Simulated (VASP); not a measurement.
**LiH: single point with PBE**

Crystal: LiH.

```
Li H
1.0
     8.14000    0.00000    0.00000
     0.00000    8.14000    0.00000
     0.00000    0.00000    8.14000
Li H
32 32
Direct
  0.99754 0.00000 0.00000
  0.00000 0.25000 0.25000
  0.25000 0.00000 0.25000
  0.25000 0.25000 0.00000
  0.00000 0.00000 0.50000
  0.00000 0.25000 0.75000
  0.25000 0.00000 0.75000
  0.25000 0.25000 0.50000
  0.00000 0.50000 0.00000
  0.00000 0.75000 0.25000
  0.25000 0.50000 0.25000
  0.25000 0.75000 0.00000
  0.00000 0.50000 0.50000
  0.00000 0.75000 0.75000
  0.25000 0.50000 0.75000
  0.25000 0.75000 0.50000
  0.50000 0.00000 0.00000
  0.50000 0.25000 0.25000
  0.75000 0.00000 0.25000
  0.75000 0.25000 0.00000
  0.50000 0.00000 0.50000
  0.50000 0.25000 0.75000
  0.75000 0.00000 0.75000
  0.75000 0.25000 0.50000
  0.50000 0.50000 0.00000
  0.50000 0.75000 0.25000
  0.75000 0.50000 0.25000
  0.75000 0.75000 0.00000
  0.50000 0.50000 0.50000
  0.50000 0.75000 0.75000
  0.75000 0.50000 0.75000
  0.75000 0.75000 0.50000
  0.25000 0.00000 0.00000
  0.25000 0.25000 0.25000
  0.00000 0.00000 0.25000
  0.00000 0.25000 0.00000
  0.25000 0.00000 0.50000
  0.25000 0.25000 0.75000
  0.00000 0.00000 0.75000
  0.00000 0.25000 0.50000
  0.25000 0.50000 0.00000
  0.25000 0.75000 0.25000
  0.00000 0.50000 0.25000
  0.00000 0.75000 0.00000
  0.25000 0.50000 0.50000
  0.25000 0.75000 0.75000
  0.00000 0.50000 0.75000
  0.00000 0.75000 0.50000
  0.75000 0.00000 0.00000
  0.75000 0.25000 0.25000
  0.50000 0.00000 0.25000
  0.50000 0.25000 0.00000
  0.75000 0.00000 0.50000
  0.75000 0.25000 0.75000
  0.50000 0.00000 0.75000
  0.50000 0.25000 0.50000
  0.75000 0.50000 0.00000
  0.75000 0.75000 0.25000
  0.50000 0.50000 0.25000
  0.50000 0.75000 0.00000
  0.75000 0.50000 0.50000
  0.75000 0.75000 0.75000
  0.50000 0.50000 0.75000
  0.50000 0.75000 0.50000
```

| Item | Value |
| --- | --- |
| Program | VASP 6.6.1 |
| Task | single point |
| Functional | PBE |
| Potentials or basis | VASP PAW PBE potentials, release 64 (Li_sv, H) |
| Cutoff | 520 eV |
| k mesh | 3 × 3 × 3 |
| Occupations | gaussian, width 0.01 eV |
| Spin | no spin polarisation |
| Dipole correction | no |
| Further INCAR settings | LREAL = Auto; ALGO = Normal; EDIFF = 1e-06; NBANDS = 102 |

The largest force is 0.054 eV/Å and the band gap on the k mesh is 3.01 eV.

Forces on the atoms (eV/Å):
```
Li   0.054  0.000  0.000
Li   0.002  0.000  0.000
Li  -0.004  0.000 -0.008
Li  -0.004 -0.008  0.000
Li   0.000  0.000  0.000
Li   0.002  0.000  0.000
Li  -0.004  0.000  0.008
Li   0.000  0.000  0.000
Li   0.000  0.000  0.000
Li   0.002  0.000  0.000
Li   0.000  0.000  0.000
Li  -0.004  0.008  0.000
Li   0.000  0.000  0.000
Li   0.002  0.000  0.000
Li   0.000  0.000  0.000
Li   0.000  0.000  0.000
Li  -0.009  0.000  0.000
Li  -0.001  0.000  0.000
Li  -0.004  0.000  0.008
Li  -0.004  0.008  0.000
Li   0.000  0.000  0.000
Li  -0.001  0.000  0.000
Li  -0.004  0.000 -0.008
Li   0.000  0.000  0.000
Li   0.000  0.000  0.000
Li  -0.001  0.000  0.000
Li   0.000  0.000  0.000
Li  -0.004 -0.008  0.000
Li   0.000  0.000  0.000
Li  -0.001  0.000  0.000
Li   0.000  0.000  0.000
Li   0.000  0.000  0.000
H    0.000  0.000  0.000
H    0.000  0.001  0.001
H   -0.007  0.000  0.000
H   -0.007  0.000  0.000
H    0.000  0.000  0.000
H    0.000  0.001 -0.001
H   -0.007  0.000  0.000
H    0.000  0.000  0.000
H    0.000  0.000  0.000
H    0.000 -0.001  0.001
H    0.000  0.000  0.000
H   -0.007  0.000  0.000
H    0.000  0.000  0.000
H    0.000 -0.001 -0.001
H    0.000  0.000  0.000
H    0.000  0.000  0.000
H   -0.002  0.000  0.000
H    0.000 -0.001 -0.001
H    0.003  0.000  0.000
H    0.003  0.000  0.000
H    0.000  0.000  0.000
H    0.000 -0.001  0.001
H    0.003  0.000  0.000
H    0.000  0.000  0.000
H    0.000  0.000  0.000
H    0.000  0.001 -0.001
H    0.000  0.000  0.000
H    0.003  0.000  0.000
H    0.000  0.000  0.000
H    0.000  0.001  0.001
H    0.000  0.000  0.000
H    0.000  0.000  0.000
```

Levels at points of the mesh, in eV from the valence-band top:
```
           k point  band 60  band 61  band 62  band 63  band 64  band 65  band 66  band 67  band 68  band 69
(0.00, 0.00, 0.00)    -0.21    -0.20     0.00     0.00     0.00     3.01     3.01     3.01     4.81     4.81
```

It took 5 min on 1 thread of Intel(R) Xeon(R) 6975P-C (Granite Rapids), on a shared host, peak memory 0.64 GiB.

Caveat: an odd mesh through Γ misses points on the zone boundary, where band edges can lie.
